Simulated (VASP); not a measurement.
# Cl in VASP: notebook, part 2 of 2

VASP 6.6.1. Earlier steps stand in the parts before.

## (5) Single point, PBE+D3(BJ)

INCAR

```
SYSTEM = Cl
PREC = Accurate ; ENCUT = 520
EDIFF = 1E-6 ; ISMEAR = -1
SIGMA = 0.02 ; LREAL = Auto
LASPH = .True. ; NELM = 60
ALGO = Normal ; ISIF = 2
LWAVE = .False. ; LCHARG = .True.
GGA = PE ; IVDW = 12
LELF = .True. ; LVHAR = .True.
NBANDS = 70
```

KPOINTS

```
regular mesh
0
Gamma
  1 1 1
  0 0 0
```

POSCAR

```
Cl
1.0
    8.4343270000      0.0000000000      0.0000000000
    0.0000000000      8.4343270000      0.0000000000
    0.0000000000      0.0000000000      8.4343270000
Cl
16
Direct
    0.8668978568      0.4000556298      1.0506943826
    0.8055888751      0.3990004182      1.2816315991
    0.1139154315     -0.0193850677      0.0147729629
    0.3535196110     -0.0596965235     -0.0648421623
    0.4251672955      0.8207293836      0.5472517250
    0.2421295736      0.9912112727      0.4846622617
    0.7418493497      0.8412882261      0.2913332623
    0.8174688982      0.8921873672      0.0729518787
    0.4761257182      0.3417700073      0.2434693367
    0.4704702580      0.3097342562      0.5078532051
    1.0638785999      0.2594990685      0.6122361630
    0.8674313908      0.1319607362      0.6604913468
    0.4383278002      0.3613803449     -0.1001146861
    0.3427185121      0.5879900080     -0.0646287487
    0.8337120437      0.6291195492      0.5555392861
    0.8079245683      0.6327594365      0.7774064250
```

Potentials or basis: VASP PAW PBE potentials, release 64 (Cl).

Launch:

```console
cat potpaw_PBE.64/Cl/POTCAR > POTCAR
mpirun -np 1 vasp_gam > vasp.out
```

OUTCAR:

```text
SYSTEM = Cl
   PREC = Accurate
   ENCUT = 520
   EDIFF = 1E-6
   ISMEAR = -1
   LREAL = Auto
   LASPH = .True.
   NELM = 60
   ISIF = 2
   GGA = PE
   IVDW = 12
 IVDW          = 12

 ion  position               nearest neighbor table
   1  0.867  0.400  0.051-   2 2.02
   2  0.806  0.399  0.282-   1 2.02
   3  0.114  0.981  0.015-   4 2.16   8 2.65
   4  0.354  0.940  0.935-   3 2.16
   5  0.425  0.821  0.547-   6 2.17
   6  0.242  0.991  0.485-   5 2.17
   7  0.742  0.841  0.291-   8 2.00
   8  0.817  0.892  0.073-   7 2.00   3 2.65
   9  0.476  0.342  0.243-  10 2.25
  10  0.470  0.310  0.508-   9 2.25
  11  0.064  0.259  0.612-  12 2.02
  12  0.867  0.132  0.660-  11 2.02
  13  0.438  0.361  0.900-  14 2.10
  14  0.343  0.588  0.935-  13 2.10
  15  0.834  0.629  0.556-  16 1.88
  16  0.808  0.633  0.777-  15 1.88

  LATTYP: Found a simple cubic cell.
 ALAT       =     8.4343270000

  Lattice vectors:

 A1 = (   8.4343270000,   0.0000000000,   0.0000000000)
 A2 = (   0.0000000000,   8.4343270000,   0.0000000000)
 A3 = (   0.0000000000,   0.0000000000,   8.4343270000)

Analysis of symmetry for initial positions (statically):
=====================================================================
 Subroutine PRICEL returns:
 Original cell was already a primitive cell.

 Routine SETGRP: Setting up the symmetry group for a
 simple cubic supercell.

 Subroutine GETGRP returns: Found  1 space group operations
 (whereof  1 operations were pure point group operations)
 out of a pool of 48 trial point group operations.

The static configuration has the point symmetry C_1 .

Analysis of symmetry for dynamics (positions and initial velocities):
=====================================================================
 Subroutine PRICEL returns:
 Original cell was already a primitive cell.

 Routine SETGRP: Setting up the symmetry group for a
 simple cubic supercell.

 Subroutine GETGRP returns: Found  1 space group operations
 (whereof  1 operations were pure point group operations)
 out of a pool of 48 trial point group operations.

The dynamic configuration has the point symmetry C_1 .

 Subroutine INISYM returns: Found  1 space group operations
 (whereof  1 operations are pure point group operations),
 and found     1 'primitive' translations

----------------------------------------------------------------------------------------

                                     Primitive cell

  volume of cell :     600.0001

  direct lattice vectors                    reciprocal lattice vectors
     8.434327000  0.000000000  0.000000000     0.118563105  0.000000000  0.000000000
     0.000000000  8.434327000  0.000000000     0.000000000  0.118563105  0.000000000
     0.000000000  0.000000000  8.434327000     0.000000000  0.000000000  0.118563105

  length of vectors
     8.434327000  8.434327000  8.434327000     0.118563105  0.118563105  0.118563105

  position of ions in fractional coordinates (direct lattice)
     0.866897857  0.400055630  0.050694383
     0.805588875  0.399000418  0.281631599
     0.113915431  0.980614932  0.014772963
     0.353519611  0.940303476  0.935157838
     0.425167296  0.820729384  0.547251725
     0.242129574  0.991211273  0.484662262
[... 8 lines left out ...]
     0.833712044  0.629119549  0.555539286
     0.807924568  0.632759437  0.777406425

  ion indices of the primitive-cell ions
   primitive index   ion index
                 1           1
                 2           2
                 3           3
                 4           4
                 5           5
                 6           6
[... 8 lines left out ...]
                15          15
                16          16

----------------------------------------------------------------------------------------

 KPOINTS: regular mesh

Automatic generation of k-mesh.
 Grid dimensions read from file:
 generate k-points for:    1    1    1

 Generating k-lattice:

  Cartesian coordinates                     Fractional coordinates (reciprocal lattice)
     0.118563105  0.000000000  0.000000000     1.000000000  0.000000000  0.000000000
     0.000000000  0.118563105  0.000000000     0.000000000  1.000000000  0.000000000
     0.000000000  0.000000000  0.118563105     0.000000000  0.000000000  1.000000000

  Length of vectors
     0.118563105  0.118563105  0.118563105

  Shift w.r.t. Gamma in fractional coordinates (k-lattice)
     0.000000000  0.000000000  0.000000000

 Subroutine IBZKPT returns following result:
 ===========================================

 Found      1 irreducible k-points:

 Following reciprocal coordinates:
            Coordinates               Weight
  0.000000  0.000000  0.000000      1.000000
   k-points           NKPTS =      1   k-points in BZ     NKDIM =      1   number of bands    NBANDS=     70
   number of dos      NEDOS =    301   number of ions     NIONS =     16
   total plane-waves  NPLWV = 262144
   dimension x,y,z NGX =    64 NGY =   64 NGZ =   64
   dimension x,y,z NGXF=   128 NGYF=  128 NGZF=  128
   ions per type =              16
   NGX,Y,Z   is equivalent  to a cutoff of  12.61, 12.61, 12.61 a.u.
   NGXF,Y,Z  is equivalent  to a cutoff of  25.23, 25.23, 25.23 a.u.
 SYSTEM =  Cl
   PREC   = accura    normal or accurate (medium, high low for compatibility)
   ISTART =      0    job   : 0-new  1-cont  2-samecut
   ICHARG =      2    charge: 1-file 2-atom 10-const
   ISPIN  =      1    spin polarized calculation?
   LNONCOLLINEAR =      F non collinear calculations
   LSORBIT =      F    spin-orbit coupling
   LASPH  =      T    aspherical Exc in radial PAW
   ENCUT  =  520.0 eV  38.22 Ry    6.18 a.u.  15.68 15.68 15.68*2*pi/ulx,y,z
   NELM   =     60;   NELMIN=  2; NELMDL= -5     # of ELM steps
   EDIFF  = 0.1E-05   stopping-criterion for ELM
   LREAL  =      T    real-space projection
   EDIFFG = 0.1E-04   stopping-criterion for IOM
   NSW    =      0    number of steps for IOM
   IBRION =     -1    ionic relax: 0-MD 1-quasi-New 2-CG
   NFREE  =      0    steps in history (QN), initial steepest desc. (CG)
   ISIF   =      2    stress and relaxation
   ISYM   =      2    0-nonsym 1-usesym 2-fastsym
   POTIM  = 0.5000    time-step for ionic-motion
   TEBEG  =    0.0;   TEEND  =   0.0 temperature during run
   PSTRESS=    0.0 pullay stress
   NELECT =     112.0000    total number of electrons
   NUPDOWN=      -1.0000    fix difference up-down
   EMIN   =  10.00;   EMAX   =-10.00  energy-range for DOS
   EFERMI =   0.00;   METHOD = LEGACY
   ISMEAR =    -1;   SIGMA  =   0.02  broadening in eV -4-tet -1-fermi 0-gaus
   EFERMI_NEDOS =   21; number of points for ismear=-14 and -15
   IALGO  =     38    algorithm
   IMIX   =      4    mixing-type and parameters
     AMIX     =   0.40;   BMIX     =  1.00
     AMIX_MAG =   1.60;   BMIX_MAG =  1.00
  volume/ion in A,a.u.               =      37.50       253.06
  Fermi-wavevector in a.u.,A,eV,Ry     =   0.935615  1.768056 11.910200  0.875375
  Thomas-Fermi vector in A             =   2.062540
   LORBIT       =      0    0 simple, 1 ext, 2 COOP (PROOUT), +10 PAW based schemes
   GGA     = PE    functional components
   LHFCALC =     F    Hartree Fock is set to
   AEXX    =    0.0000 exact exchange contribution
   IVDW    =    12    specifies the selected vdW correction
   LEPSILON=     F    determine dielectric tensor
   LRPA    =     F    only Hartree local field effects (RPA)
 non-spin polarized calculation
  energy-cutoff  :      520.00
  volume of cell :      600.00
 maximum number of plane-waves:      8068
 NGX is ok and might be reduce to    64
   NGX = 31   NGY = 31   NGZ = 31

 number of electron     111.9999991 magnetization

 Free energy of the ion-electron system (eV)
  ---------------------------------------------------
  ext. energy  EPLUGINS =         0.00000000
  ---------------------------------------------------
  free energy    TOTEN  =       -28.14580615 eV

  energy without entropy =      -28.14580615  energy(sigma->0) =      -28.14580615

 E-fermi :  -1.0868     XC(G=0):  -6.5508

 val. band max:       -1.6252531051   @ k =   0.0000   0.0000   0.0000
 cond. band min:      -0.2420688742   @ k =   0.0000   0.0000   0.0000
 fundamental gap:      1.3831842308
 Fermi energy:        -1.0868470364

 k-point     1 :       0.0000    0.0000    0.0000
  band No.  band energies     occupation
      1     -19.7030      2.00000
      2     -19.0459      2.00000
      3     -18.6791      2.00000
      4     -18.3184      2.00000
      5     -18.2437      2.00000
      6     -17.6736      2.00000
[... 60 lines left out ...]
     67       5.7804      0.00000
     68       5.8594      0.00000
 [bands above 68 left out]

------------------------ aborting loop because EDIFF is reached ----------------------------------------

 Edisp (eV)   -1.74358

 E8    (eV) :    -0.5667

  FORCE on cell =-STRESS in cart. coord.  units (eV):
  Direction    XX          YY          ZZ          XY          YZ          ZX
  --------------------------------------------------------------------------------------
  -------------------------------------------------------------------------------------
  Total      -2.50617    -4.63551    -1.48881     2.65200     0.56156    -0.02895
  in kB      -6.69221   -12.37817    -3.97556     7.08163     1.49953    -0.07731
  external pressure =       -7.68 kB  Pullay stress =        0.00 kB

 VOLUME and BASIS-vectors are now :
 -----------------------------------------------------------------------------
  energy-cutoff  :      520.00
  volume of cell :      600.00
      direct lattice vectors                 reciprocal lattice vectors
     8.434327000  0.000000000  0.000000000     0.118563105  0.000000000  0.000000000
     0.000000000  8.434327000  0.000000000     0.000000000  0.118563105  0.000000000
     0.000000000  0.000000000  8.434327000     0.000000000  0.000000000  0.118563105

 POSITION                                       TOTAL-FORCE (eV/Angst)
 -----------------------------------------------------------------------------------
      7.31170      3.37420      0.42757        -0.140898      0.026496      0.212437
      6.79460      3.36530      2.37537         1.375425      0.145281      0.003810
      0.96080      8.27083      0.12460         1.260261     -0.442440     -0.263582
      2.98170      7.93083      7.88743        -0.958577      0.399273      0.450502
      3.58600      6.92230      4.61570        -1.327360      1.064939     -0.665346
      2.04220      8.36020      4.08780         1.505968     -1.543205      0.578577
[... 8 lines left out ...]
      7.03180      5.30620      4.68560         0.143699     -0.062976     -2.651349
      6.81430      5.33690      6.55690        -0.157088      0.020177      2.744394
 -----------------------------------------------------------------------------------
    total drift:                                0.001360      0.003262     -0.001333

  FREE ENERGIE OF THE ION-ELECTRON SYSTEM (eV)
  ---------------------------------------------------
  free  energy   TOTEN  =       -29.8893821805 eV

  energy  without entropy=      -29.8893821805  energy(sigma->0) =      -29.88938218
```

Run time: 38 s. Hardware: 1 thread of Intel Xeon 6975P-C (Granite Rapids), shared host; peak memory 0.49 GiB.

Results:

| Property | Result |
| --- | --- |
| Free energy | -29.8894 eV |
| Pressure | -0.8 GPa |
| Largest force | 2.749 eV/Å |
| Band gap on the k mesh | 1.38 eV |
| Dispersion energy per atom | -0.109 eV |

Forces in eV/Å, atoms in the order of the input:
```
Cl  -0.141  0.026  0.212
Cl   1.375  0.145  0.004
Cl   1.260 -0.442 -0.264
Cl  -0.959  0.399  0.451
Cl  -1.327  1.065 -0.665
Cl   1.506 -1.543  0.579
Cl   0.008  0.098  0.150
Cl  -0.397  0.220 -0.398
Cl  -1.381 -0.681  1.333
Cl   0.108  0.676 -1.433
Cl  -0.390 -0.098  0.067
Cl   0.197  0.285 -0.085
Cl  -0.457  0.377  0.365
Cl   0.612 -0.485 -0.409
Cl   0.144 -0.063 -2.651
Cl  -0.157  0.020  2.744
```

Stress tensor (GPa, compression positive):
```
-0.67  0.71 -0.01
 0.71 -1.24  0.15
-0.01  0.15 -0.40
```

Levels at points of the mesh, in eV from the valence-band top:
```
           k point  band 52  band 53  band 54  band 55  band 56  band 57  band 58  band 59  band 60  band 61
(0.00, 0.00, 0.00)    -0.66    -0.58    -0.44    -0.29     0.00     1.38     1.53     1.55     1.78     2.01
```

Caveat: the k points lie up to 0.74 Å⁻¹ apart.

## (6) Single point, PBE+D3(BJ)

INCAR

```
SYSTEM = Cl
PREC = Accurate
ENCUT = 520
EDIFF = 1E-6
ISMEAR = -1
SIGMA = 0.02
LREAL = Auto
LASPH = .True.
NELM = 100
ALGO = Normal
ISIF = 2
LWAVE = .False.
LCHARG = .False.
GGA = PE
IVDW = 12
NBANDS = 70
```

KPOINTS

```
Automatic mesh
0
Gamma
  1 1 1
  0 0 0
```

POSCAR

```
Cl
1.0
    8.4343270000      0.0000000000      0.0000000000
    0.0000000000      8.4343270000      0.0000000000
    0.0000000000      0.0000000000      8.4343270000
Cl
16
Direct
    0.6808486320      0.4090190006      1.0688108251
    0.8647874335      0.3640835837      1.2159713514
    0.1621824717     -0.0372525277     -0.0372051024
    0.3953249619     -0.0388768422     -0.0960479716
    0.4350791711      0.7282145926      0.2974985437
    0.2261235544      0.7461294778      0.4282617926
    0.8224841176      0.8496824939      0.3391141937
    0.8750668548      0.9455170519      0.1269573731
    0.4830616598      0.1826464637      0.3268784812
    0.4697825920      0.3192904425      0.5130462691
    1.1184650536      0.2663520160      0.6193736619
    0.8868520274      0.1949414577      0.6317753628
    0.3048613126      0.3478048693     -0.0469509897
    0.3659450244      0.5820974216      0.0030470718
    0.7918711238      0.6406083141      0.6587366129
    1.0181962355      0.7651588562      0.6738178399
```

Potentials or basis: VASP PAW PBE potentials, release 64 (Cl).

Launch:

```console
cat potpaw_PBE.64/Cl/POTCAR > POTCAR
mpirun -np 1 vasp_gam > vasp.out
```

Wall time 32 s (1 thread of Intel Xeon 6975P-C (Granite Rapids), shared host); peak memory 0.49 GiB.

The run converged. Its results:

```
Free energy                : -30.0510 eV
Pressure                   : -0.6 GPa
Largest force              : 1.968 eV/Å
Band gap on the k mesh     : 1.05 eV
Dispersion energy per atom : -0.109 eV
```

Forces in eV/Å, atoms in the order of the input:
```
Cl   0.629  0.035  0.272
Cl  -0.224  0.111 -0.284
Cl   0.519 -0.095  0.301
Cl  -0.003  0.130 -0.035
Cl  -0.489  0.507  1.060
Cl   0.727 -0.089 -0.391
Cl   0.131 -0.034 -0.448
Cl  -0.602 -0.015  0.209
Cl  -0.102 -0.599 -0.509
Cl  -0.019  0.424  0.789
Cl  -0.594 -0.220 -0.214
Cl   0.459  0.229 -0.010
Cl   0.334  0.832  0.027
Cl  -0.626 -1.102 -0.777
Cl   1.554  0.885 -0.015
Cl  -1.694 -1.000  0.025
```

Stress tensor (GPa, compression positive):
```
-1.33 -0.40  0.25
-0.40 -0.68  0.44
 0.25  0.44  0.24
```

Levels at points of the mesh, in eV from the valence-band top:
| k point | band 54 | band 55 | band 56 | band 57 | band 58 | band 59 |
| --- | --- | --- | --- | --- | --- | --- |
| (0.00, 0.00, 0.00) | -0.22 | -0.14 | 0.00 | 1.05 | 1.77 | 2.17 |

Caveat: the k points lie up to 0.74 Å⁻¹ apart.
